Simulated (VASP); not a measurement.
# MoS2 (P-3m1) in VASP: notebook

MoS2 is run at these levels: r2SCAN, PBE-based screened hybrid with 5 % exact exchange; tasks: single point.

Program: VASP 6.6.1. These are calculated values, not measurements. Logs are shortened: lines on timing, memory, paths and dates and some standing lists are left out, and cuts for length are marked.

## Step 1: The cell of the first run

The structure is trigonal, space group P-3m1 (No. 164). Conventional cell: a = 3.227 Å, b = 3.227 Å, c = 6.312 Å, α = 90.00°, β = 90.00°, γ = 120.00°. Within 3.3 Å of Mo (site symmetry -3m) lie 6 S at 2.42 Å and 6 Mo at 3.23 Å. S (site symmetry 3m) has 3 Mo at 2.42 Å and 6 S at 3.23 Å within 3.3 Å.

## Step 2: Single point, r2SCAN, non-collinear spin, zero start, spin-orbit coupling

POSCAR

```
MoS2
1.0
    3.2274645616      0.0000000000      0.0000000000
   -1.6137322808      2.7950663001      0.0000000000
    0.0000000000      0.0000000000      6.3124734200
Mo S
1 2
Direct
    0.0000000000      0.0000000000      0.5000000000
    0.6666666667      0.3333333333      0.7446806800
    0.3333333333      0.6666666667      0.2553193200
```

INCAR.step1

```
PREC = Accurate
ENCUT = 520
ISMEAR = -1
SIGMA = 0.05
LREAL = False
LASPH = True
NELM = 150
LNONCOLLINEAR = True
MAGMOM = 0 0 0 0 0 0 0 0 0
LSORBIT = True
GGA_COMPAT = False
LMAXMIX = 4
NBANDS = 39
GGA = PE
ALGO = Normal
EDIFF = 1E-4
LWAVE = True
LCHARG = False
```

INCAR.step2

```
PREC = Accurate
ENCUT = 520
EDIFF = 1E-7
ISMEAR = -1
SIGMA = 0.05
LREAL = False
LASPH = True
NELM = 150
ALGO = Normal
ISIF = 2
LWAVE = False
LCHARG = True
LNONCOLLINEAR = True
MAGMOM = 0 0 0 0 0 0 0 0 0
LORBIT = 11
LSORBIT = True
GGA_COMPAT = False
LORBMOM = True
LMAXMIX = 4
METAGGA = R2SCAN
LMIXTAU = True
LVHAR = True
NBANDS = 39
ISTART = 1
```

KPOINTS

```
regular mesh
0
Gamma
  7 7 3
```

Potentials or basis: VASP PAW PBE potentials, release 64 (Mo_sv, S).

Command:

```bash
$ cat potpaw_PBE.64/Mo_sv/POTCAR potpaw_PBE.64/S/POTCAR > POTCAR
$ cp INCAR.step1 INCAR
$ mpirun -np 1 vasp_ncl > vasp.out
$ cp INCAR.step2 INCAR
$ mpirun -np 1 vasp_ncl > vasp.out
```

OUTCAR:

```text
PREC = Accurate
   ENCUT = 520
   EDIFF = 1E-7
   ISMEAR = -1
   LREAL = False
   LASPH = True
   NELM = 150
   ISIF = 2
   LNONCOLLINEAR = True
   LORBIT = 11
   LSORBIT = True
   METAGGA = R2SCAN
   ISTART = 1

 ion  position               nearest neighbor table
   1  0.000  0.000  0.500-   2 2.42   3 2.42   3 2.42   2 2.42   2 2.42   3 2.42
   2  0.667  0.333  0.745-   1 2.42   1 2.42   1 2.42
   3  0.333  0.667  0.255-   1 2.42   1 2.42   1 2.42

  LATTYP: Found a hexagonal cell.
 ALAT       =     3.2274645616
 C/A-ratio  =     1.9558614199

  Lattice vectors:

 A1 = (   3.2274645616,   0.0000000000,   0.0000000000)
 A2 = (  -1.6137322808,   2.7950663001,   0.0000000000)
 A3 = (   0.0000000000,   0.0000000000,   6.3124734200)

Analysis of symmetry for initial positions (statically):
=====================================================================
 Subroutine PRICEL returns:
 Original cell was already a primitive cell.

 Routine SETGRP: Setting up the symmetry group for a
 hexagonal supercell.

 Subroutine GETGRP returns: Found 12 space group operations
 (whereof 12 operations were pure point group operations)
 out of a pool of 24 trial point group operations.

The static configuration has the point symmetry D_3d.

Analysis of symmetry for dynamics (positions and initial velocities):
=====================================================================
 Subroutine PRICEL returns:
 Original cell was already a primitive cell.

 Routine SETGRP: Setting up the symmetry group for a
 hexagonal supercell.

 Subroutine GETGRP returns: Found 12 space group operations
 (whereof 12 operations were pure point group operations)
 out of a pool of 24 trial point group operations.

The dynamic configuration has the point symmetry D_3d.

Analysis of structural, dynamic, and magnetic symmetry:
=====================================================================
 Subroutine PRICEL returns:
 Original cell was already a primitive cell.

 Routine SETGRP: Setting up the symmetry group for a
 hexagonal supercell.

 Subroutine GETGRP returns: Found 12 space group operations
 (whereof 12 operations were pure point group operations)
 out of a pool of 24 trial point group operations.

The overall configuration has the point symmetry D_3d.

 Subroutine INISYM returns: Found 12 space group operations
 (whereof 12 operations are pure point group operations),
 and found     1 'primitive' translations

----------------------------------------------------------------------------------------

                                     Primitive cell

  volume of cell :      56.9447

  direct lattice vectors                    reciprocal lattice vectors
     3.227464562  0.000000000  0.000000000     0.309840737  0.178886633  0.000000000
    -1.613732281  2.795066300  0.000000000     0.000000000  0.357773266  0.000000000
     0.000000000  0.000000000  6.312473420     0.000000000  0.000000000  0.158416509

  length of vectors
     3.227464562  3.227464562  6.312473420     0.357773266  0.357773266  0.158416509

  position of ions in fractional coordinates (direct lattice)
     0.000000000  0.000000000  0.500000000
     0.666666667  0.333333333  0.744680680
     0.333333333  0.666666667  0.255319320

  ion indices of the primitive-cell ions
   primitive index   ion index
                 1           1
                 2           2
                 3           3

----------------------------------------------------------------------------------------

 KPOINTS: regular mesh

Automatic generation of k-mesh.
 Grid dimensions read from file:
 generate k-points for:    7    7    3

 Generating k-lattice:

  Cartesian coordinates                     Fractional coordinates (reciprocal lattice)
     0.044262962  0.025555233  0.000000000     0.142857143  0.000000000  0.000000000
     0.000000000  0.051110467  0.000000000     0.000000000  0.142857143  0.000000000
[... 93 lines left out ...]
 number of electron      26.0000001 magnetization       0.0000000      0.0000000     -0.0000000

 number of electron      26.0000001 magnetization       0.0000000      0.0000000      0.0000000

 Free energy of the ion-electron system (eV)
  ---------------------------------------------------
  ext. energy  EPLUGINS =         0.00000000
  ---------------------------------------------------
  free energy    TOTEN  =       -44.25770152 eV

  energy without entropy =      -44.24202628  energy(sigma->0) =      -44.24986390

 E-fermi :   6.9531     XC(G=0): -11.0988

 val. band max:        6.9259489740   @ k =   0.1429   0.0000   0.0000
 cond. band min:       6.9743649763   @ k =   0.2857   0.2857   0.3333
 fundamental gap:      0.0484160024
 Fermi energy:         6.9530685416

 k-point     1 :       0.0000    0.0000    0.0000
  band No.  band energies     occupation
      1     -56.9832      1.00000
      2     -56.9832      1.00000
      3     -31.8983      1.00000
      4     -31.8983      1.00000
      5     -29.4844      1.00000
      6     -29.4844      1.00000
[... 809 lines left out ...]
     37      14.7193      0.00000
     38      14.7193      0.00000
 [bands above 38 left out]

------------------------ aborting loop because EDIFF is reached ----------------------------------------

  FORCE on cell =-STRESS in cart. coord.  units (eV):
  Direction    XX          YY          ZZ          XY          YZ          ZX
  --------------------------------------------------------------------------------------
  -------------------------------------------------------------------------------------
  Total        0.0519332      0.0519332      0.1752487      0.0000000      0.0000000      0.0000000
  in kB        1.4611757      1.4611757      4.9307417      0.0000000      0.0000000      0.0000000
  external PRESSURE =       2.6176977 kB  Pullay stress =       0.0000000 kB

 VOLUME and BASIS-vectors are now :
 -----------------------------------------------------------------------------
  energy-cutoff  :      520.00
  volume of cell :       56.94
      direct lattice vectors                 reciprocal lattice vectors
     3.227464562  0.000000000  0.000000000     0.309840737  0.178886633  0.000000000
    -1.613732281  2.795066300  0.000000000     0.000000000  0.357773266  0.000000000
     0.000000000  0.000000000  6.312473420     0.000000000  0.000000000  0.158416509

 POSITION                                       TOTAL-FORCE (eV/Angst)
 -----------------------------------------------------------------------------------
      0.00000      0.00000      3.15624        -0.000000      0.000000      0.000000
      1.61373      0.93169      4.70078        -0.000000      0.000000      0.074815
     -0.00000      1.86338      1.61170         0.000000      0.000000     -0.074815
 -----------------------------------------------------------------------------------
    total drift:                                0.000000     -0.000000      0.000000

  FREE ENERGIE OF THE ION-ELECTRON SYSTEM (eV)
  ---------------------------------------------------
  free  energy   TOTEN  =       -44.2577015150 eV

  energy  without entropy=      -44.2420262795  energy(sigma->0) =      -44.24986390

 orbital moment (x)

 # of ion     p       d       tot
 ----------------------------------------
  1        -0.000  -0.000  -0.000
  2         0.000   0.000   0.000
  3         0.000   0.000   0.000
 ----------------------------------------
            0.000  -0.000   0.000

 orbital moment (y)

 # of ion     p       d       tot
 ----------------------------------------
  1         0.000   0.000   0.000
  2         0.000   0.000   0.000
  3         0.000   0.000   0.000
 ----------------------------------------
            0.000   0.000   0.000

 orbital moment (z)

 # of ion     p       d       tot
 ----------------------------------------
  1         0.000   0.000   0.000
  2         0.000   0.000   0.000
  3         0.000   0.000   0.000
 ----------------------------------------
            0.000   0.000   0.000

 Spin-Orbit-Coupling matrix elements

 Ion:    1  E_soc:     -0.1895045
 l=   1
     0.0000000    -0.0283527    -0.0282635
    -0.0283527     0.0000000    -0.0283527
    -0.0282635    -0.0283527     0.0000000
 l=   2
     0.0000000    -0.0005359     0.0000000    -0.0005359    -0.0031192
    -0.0005359     0.0000000    -0.0021030    -0.0003145    -0.0005359
     0.0000000    -0.0021030     0.0000000    -0.0021030     0.0000000
    -0.0005359    -0.0003145    -0.0021030     0.0000000    -0.0005359
    -0.0031192    -0.0005359     0.0000000    -0.0005359     0.0000000
 l=   3
     0.0000000     0.0000000     0.0000000     0.0000000     0.0000000     0.0000000     0.0000000
     0.0000000     0.0000000     0.0000000     0.0000000     0.0000000     0.0000000     0.0000000
     0.0000000     0.0000000     0.0000000     0.0000000     0.0000000     0.0000000     0.0000000
     0.0000000     0.0000000     0.0000000     0.0000000     0.0000000     0.0000000     0.0000000
[... 29 lines left out ...]
 l=   2
     0.0000000     0.0000000     0.0000000     0.0000000     0.0000000
     0.0000000     0.0000000     0.0000000     0.0000000     0.0000000
     0.0000000     0.0000000     0.0000000     0.0000000     0.0000000
     0.0000000     0.0000000     0.0000000     0.0000000     0.0000000
     0.0000000     0.0000000     0.0000000     0.0000000     0.0000000
 l=   3
     0.0000000     0.0000000     0.0000000     0.0000000     0.0000000     0.0000000     0.0000000
     0.0000000     0.0000000     0.0000000     0.0000000     0.0000000     0.0000000     0.0000000
     0.0000000     0.0000000     0.0000000     0.0000000     0.0000000     0.0000000     0.0000000
     0.0000000     0.0000000     0.0000000     0.0000000     0.0000000     0.0000000     0.0000000
     0.0000000     0.0000000     0.0000000     0.0000000     0.0000000     0.0000000     0.0000000
     0.0000000     0.0000000     0.0000000     0.0000000     0.0000000     0.0000000     0.0000000
     0.0000000     0.0000000     0.0000000     0.0000000     0.0000000     0.0000000     0.0000000

 total charge

# of ion       s       p       d       tot
------------------------------------------
    1        2.284   6.215   3.841  12.341
    2        1.357   2.353   0.000   3.710
    3        1.357   2.353   0.000   3.710
--------------------------------------------------
tot          4.998  10.922   3.841  19.760

 magnetization (x)

# of ion       s       p       d       tot
------------------------------------------
    1        0.000   0.000   0.000   0.000
    2       -0.000   0.000   0.000  -0.000
    3       -0.000   0.000   0.000   0.000
--------------------------------------------------
tot         -0.000   0.000   0.000   0.000

 magnetization (y)

# of ion       s       p       d       tot
------------------------------------------
    1        0.000  -0.000   0.000  -0.000
    2       -0.000   0.000   0.000   0.000
    3       -0.000   0.000   0.000   0.000
--------------------------------------------------
tot         -0.000   0.000   0.000   0.000

 magnetization (z)

# of ion       s       p       d       tot
------------------------------------------
    1        0.000   0.000   0.000   0.000
    2        0.000   0.000   0.000   0.000
    3        0.000   0.000   0.000   0.000
--------------------------------------------------
tot          0.000   0.000   0.000   0.000
```

It took 4.5 min on 1 thread of Intel Xeon Platinum 8488C (Sapphire Rapids), shared host; peak memory 0.36 GiB.

Results:

```yaml
Free_energy: -44.2577 eV
Pressure: 0.3 GPa
Largest_force: 0.075 eV/Å
Net_moment: 0.00 μB per cell
Valence_electrons_inside_the_program's_atomic_spheres: Mo 12.34; S 3.71
```

Forces in eV/Å, atoms in the order of the input:
```
Mo   0.000  0.000  0.000
S    0.000  0.000  0.075
S    0.000  0.000 -0.075
```

Stress tensor (GPa, compression positive):
```
0.15 0.00 0.00
0.00 0.15 0.00
0.00 0.00 0.49
```

Moments on the atoms (μB; x, y, z):
```
Mo  0.00 0.00 0.00
S   0.00 0.00 0.00
S   0.00 0.00 0.00
```

Caveat: the PAW data sets were made with another functional, which shifts forces and pressure a little.

## Step 3: Single point, PBE-based screened hybrid with 5 % exact exchange

POSCAR is that of step 2.

INCAR.step1

```
SYSTEM = MoS2
PREC     = Accurate       ! precision mode
ENCUT    = 520            ! plane-wave cutoff, eV
EDIFF    = 1E-5           ! SCF threshold, eV
ISMEAR   = -1             ! smearing method
SIGMA    = 0.05           ! smearing width, eV
LREAL    = .FALSE.        ! projectors in reciprocal space
LASPH    = .TRUE.         ! aspherical terms in the spheres
NELM     = 100            ! most SCF steps
ALGO     = Normal         ! electronic algorithm
ISIF     = 2              ! what is computed and relaxed
LWAVE    = .TRUE.         ! write WAVECAR
LCHARG   = .FALSE.        ! write CHGCAR
GGA      = PE             ! functional
NBANDS   = 20             ! bands
```

INCAR.step2

```
SYSTEM = MoS2
PREC     = Accurate       ! precision mode
ENCUT    = 520            ! plane-wave cutoff, eV
EDIFF    = 1E-6           ! SCF threshold, eV
ISMEAR   = -1             ! smearing method
SIGMA    = 0.05           ! smearing width, eV
LREAL    = .FALSE.        ! projectors in reciprocal space
LASPH    = .TRUE.         ! aspherical terms in the spheres
NELM     = 100            ! most SCF steps
ALGO     = Normal         ! electronic algorithm
ISIF     = 2              ! what is computed and relaxed
LWAVE    = .FALSE.        ! write WAVECAR
LCHARG   = .FALSE.        ! write CHGCAR
GGA      = PE             ! functional
LHFCALC  = .TRUE.         ! exact exchange
AEXX     = 0.05           ! exact-exchange fraction
HFSCREEN = 0.2            ! screening, 1/A
PRECFOCK = Normal       
ISTART   = 1            
NBANDS   = 20             ! bands
```

KPOINTS

```
regular mesh
0
G
  5 5 2
  0 0 0
```

Potentials or basis: VASP PAW PBE potentials, release 64 (Mo_sv, S).

Command:

```bash
$ cat potpaw_PBE.64/Mo_sv/POTCAR potpaw_PBE.64/S/POTCAR > POTCAR
$ cp INCAR.step1 INCAR
$ mpirun -np 1 vasp_std > vasp.out
$ cp INCAR.step2 INCAR
$ mpirun -np 1 vasp_std > vasp.out
```

Run time: 8.7 min. Hardware: 1 thread of Intel Xeon 6975P-C (Granite Rapids), shared host; peak memory 0.28 GiB.

It converged, with:

* Free energy: -21.8174 eV
* Pressure: 0.2 GPa
* Largest force: 0.017 eV/Å
* Band gap on the k mesh: zero (bands 13 and 14 overlap by 0.27 eV)

Forces on the atoms (eV/Å):
```
Mo   0.000  0.000  0.000
S    0.000  0.000  0.017
S    0.000  0.000 -0.017
```

Stress tensor (GPa, compression positive):
```
0.10 0.00 0.00
0.00 0.10 0.00
0.00 0.00 0.34
```

Levels at points of the mesh, in eV from the Fermi level:
```csv
k point,band 10,band 11,band 12,band 13,band 14,band 15,band 16,band 17
"(0.00, 0.00, 0.00)",-1.78,-0.93,-0.82,-0.82,-0.19,-0.19,3.48,3.48
"(0.00, 0.00, 0.50)",-3.54,-0.83,-0.83,-0.26,-0.26,0.07,3.64,3.64
```

Caveat: the k points lie up to 0.50 Å⁻¹ apart; the PAW data sets were made with another functional, which shifts forces and pressure a little.

The gap in the log of VASP goes by the Fermi energy; the results here count the filled bands.